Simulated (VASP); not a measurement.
A run of VASP 6.6.1 is set up as follows.

INCAR

```
PREC = Accurate
ENCUT = 520
EDIFF = 1E-7
ISMEAR = 0
SIGMA = 0.01
LREAL = False
LASPH = True
NELM = 60
ALGO = Normal
ISIF = 2
LWAVE = False
LCHARG = False
GGA = PE
NBANDS = 24
```

KPOINTS

```
Automatic mesh
0
Gamma
  5 5 5
```

Contents of POSCAR:

```
KMgF3
1.0
    4.0546433358      0.0000000000      0.0000000000
    0.0000000000      4.0546433358      0.0000000000
    0.0000000000      0.0000000000      4.0546433358
K Mg F
1 1 3
Direct
    0.5000000000      0.5000000000      0.5000000000
    0.0000000000      0.0000000000      0.0000000000
    0.5000000000      0.0000000000      0.0000000000
    0.0000000000      0.5000000000      0.0000000000
    0.0000000000      0.0000000000      0.5000000000
```

Potentials or basis: VASP PAW PBE potentials, release 64 (K_sv, Mg, F).

Run with:

```bash
$ cat potpaw_PBE.64/K_sv/POTCAR potpaw_PBE.64/Mg/POTCAR potpaw_PBE.64/F/POTCAR > POTCAR
$ mpirun -np 1 vasp_std > vasp.out
```

Problem. What does it give for the pressure?

Solution. -0.4 GPa.

Problem. Estimate the band gap on the k mesh.

Solution. 6.98 eV (least direct gap 7.25 eV).

Caveat: an odd mesh through Γ misses points on the zone boundary, where band edges can lie.
